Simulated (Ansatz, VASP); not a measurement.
One calculation of Rh, two programs

File POSCAR:

```
Rh
1.0
    0.0000000000      1.9008071574      1.9008071574
    1.9008071574      0.0000000000      1.9008071574
    1.9008071574      1.9008071574      0.0000000000
Rh
1
Direct
    0.0000000000      0.0000000000      0.0000000000
```

INCAR.step1

```
SYSTEM = Rh
  ALGO = Normal
  EDIFF = 1E-5
  ENCUT = 680
  GGA = PE
  GGA_COMPAT = .FALSE.
  ISMEAR = -1
  LASPH = .TRUE.
  LCHARG = .FALSE.
  LREAL = .FALSE.
  LWAVE = .TRUE.
  NBANDS = 14
  NELM = 120
  PREC = Accurate
  SIGMA = 0.1
```

Contents of INCAR.step2:

```
SYSTEM = Rh
  ALGO = Normal
  EDIFF = 1E-6
  ENCUT = 680
  GGA_COMPAT = .FALSE.
  ISIF = 2
  ISMEAR = -1
  ISTART = 1
  LASPH = .TRUE.
  LCHARG = .TRUE.
  LELF = .TRUE.
  LMIXTAU = .TRUE.
  LREAL = .FALSE.
  LVHAR = .TRUE.
  LWAVE = .FALSE.
  METAGGA = R2SCAN
  NBANDS = 14
  NELM = 120
  PREC = Accurate
  SIGMA = 0.1
```

File KPOINTS:

```
k-points
0
G
  15 15 15
  0 0 0
```

Input for Ansatz:

```yaml
crystal:
  lattice:
    - [0.0, 1.9008071574, 1.9008071574]
    - [1.9008071574, 0.0, 1.9008071574]
    - [1.9008071574, 1.9008071574, 0.0]
  atoms:
    - { symbol: Rh, position: [0.0, 0.0, 0.0] }
hamiltonian:
  xc: r2scan
  pseudopotentials:
    kind: paw
    azcp:
      Rh: "pseudopotentials/Rh.paw.azcp"
basis:
  ecutwfc: 500
  fft_grid_basis: typed
kpoints:
  mp_grid: { grid: [15, 15, 15], shift: [0, 0, 0] }
magnetization:
  spin_polarized: false
scf:
  occupations: { method: fermi_dirac, width: 0.1 }
  lower_state_search: "off"
output:
  stress: true
  write_density: true
  write_potential: true
  elf: true
  volumetric_format: npy
```

Alike in both runs: task single point; functional r2SCAN; k mesh 15 × 15 × 15; occupations fermi-dirac, width 0.1 eV; no spin polarisation.

|  | VASP | Ansatz |
| --- | --- | --- |
| version | VASP 6.6.1 | Ansatz 0.2.0 |
| potentials or method | VASP PAW PBE potentials, release 64 (Rh_sv_GW), cutoff 680 eV | plane waves (500 eV) with PAW, scalar-relativistic |
| valence electrons in the cell | 17 | 17 |

|  | VASP | Ansatz | Ansatz less VASP |
| --- | --- | --- | --- |
| pressure (GPa) | 0.0 | -0.1 | -0.06 |

VASP's potentials were made for PBE, not for r2SCAN.
